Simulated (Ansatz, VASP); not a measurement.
## AlCu3 in VASP and in Ansatz

File INCAR:

```
SYSTEM = AlCu3
ALGO     = Normal         ! electronic algorithm
EDIFF    = 1E-6           ! SCF threshold, eV
EDIFFG   = -0.001         ! ionic threshold
ENCUT    = 600            ! plane-wave cutoff, eV
GGA      = PS             ! functional
IBRION   = 2              ! ionic algorithm
ISIF     = 3              ! what is computed and relaxed
ISMEAR   = -1             ! smearing method
LASPH    = .TRUE.         ! aspherical terms in the spheres
LCHARG   = .FALSE.        ! write CHGCAR
LREAL    = .FALSE.        ! projectors in reciprocal space
LWAVE    = .FALSE.        ! write WAVECAR
NELM     = 80             ! most SCF steps
NSW      = 80             ! ionic steps
PREC     = Accurate       ! precision mode
SIGMA    = 0.15           ! smearing width, eV
```

Contents of KPOINTS:

```
k-points
0
G
  12 12 12
  0 0 0
```

File POSCAR:

```
AlCu3
1.0
    0.0000000000      2.8834704780      2.8834704780
    2.8834704780      0.0000000000      2.8834704780
    2.8834704780      2.8834704780      0.0000000000
Al Cu
1 3
Direct
    0.0000000000      0.0000000000      0.0000000000
    0.5000000000      0.5000000000      0.5000000000
    0.2500000000      0.2500000000      0.2500000000
    0.7500000000      0.7500000000      0.7500000000
```

Input for Ansatz:

```yaml
crystal:
  lattice:
    - [0.0, 2.8834704742, 2.8834704742]
    - [2.8834704742, 0.0, 2.8834704742]
    - [2.8834704742, 2.8834704742, 0.0]
  atoms:
    - { symbol: Al, position: [0.0, 0.0, 0.0] }
    - { symbol: Cu, position: [0.5, 0.5, 0.5] }
    - { symbol: Cu, position: [0.25, 0.25, 0.25] }
    - { symbol: Cu, position: [0.75, 0.75, 0.75] }
basis:
  ecutwfc: 420
kpoints:
  mp_grid: { grid: [12, 12, 12] }
hamiltonian:
  xc: pbesol
scf:
  occupations: { method: fermi_dirac, width: 0.15 }
output:
  forces: true
  stress: true
  eigenvalues: true
relax:
  adjacent_minimum: "off"
  f_tol: 0.001
  max_steps: 60
  cell: { stress_tol: 0.01 }
```

Alike in both runs: task relaxation of cell and atoms; functional PBEsol; k mesh 12 × 12 × 12; occupations fermi-dirac, width 0.15 eV; no spin polarisation.

|  | VASP | Ansatz |
| --- | --- | --- |
| version | VASP 6.6.1 | Ansatz 0.2.0 |
| potentials or method | VASP PAW PBE potentials, release 64 (Al, Cu), cutoff 600 eV | scalar-relativistic, plane waves, PAW |
| valence electrons in the cell | 36 | 60 |

|  | VASP | Ansatz | Ansatz less VASP |
| --- | --- | --- | --- |
| gap on the k mesh at the Fermi level, each at its own relaxed structure (eV) | none | none | - |
| relaxed volume (Å³/atom) | 12.04 | 11.99 | -0.046 |
| relaxed cell length with the largest relative difference (Å) | 4.084 | 4.079 | -0.0053 |

VASP's potentials were made for PBE, not for PBEsol. A gap of «none» marks a metal or a gap that the smearing closes. VASP's potentials hold 36 valence electrons a cell and Ansatz's 60, so a difference there can come from the potentials and not from the codes.
